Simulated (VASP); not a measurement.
LiCl: single point with PBEsol

Crystal: LiCl.

```
Li Cl
1.0
     0.00000    2.56476    2.62888
     2.56476    0.00000    2.62888
     2.56476    2.56476    0.00000
Li Cl
1 1
Direct
  0.00000 0.00000 0.00000
  0.50000 0.50000 0.50000
```

This cell differs from its parent crystal: strain +0.000 along x and y, +0.025 along z.

```yaml
Program: VASP 6.6.1
Task: single point
Functional: PBEsol
Potentials_or_basis: VASP PAW PBE potentials, release 64 (Li_sv, Cl)
Cutoff: 520 eV
k_mesh: 8 × 8 × 8
Occupations: gaussian, width 0.05 eV
Spin: no spin polarisation
```

| Property | Result |
| --- | --- |
| Band gap on the k mesh | 5.96 eV, direct |

Levels at points of the mesh, in eV from the valence-band top:
| k point | band 3 | band 4 | band 5 | band 6 | band 7 | band 8 |
| --- | --- | --- | --- | --- | --- | --- |
| (0.00, 0.00, 0.00) | -0.06 | -0.06 | 0.00 | 5.96 | 11.61 | 11.82 |
| (0.50, 0.00, 0.00) | -2.81 | -0.32 | -0.26 | 6.50 | 9.25 | 9.44 |
| (0.50, 0.50, 0.00) | -2.89 | -1.07 | -1.07 | 7.71 | 8.16 | 11.81 |
| (0.50, 0.00, 0.50) | -2.89 | -1.22 | -1.06 | 7.66 | 8.05 | 12.14 |

Run time: 32 s on 1 thread of Intel Xeon 8259CL (shared host), peak memory 0.16 GiB.

Caveat: the cell differs from its parent crystal (strain +0.000 along x and y, +0.025 along z). A k mesh can miss the band edges.
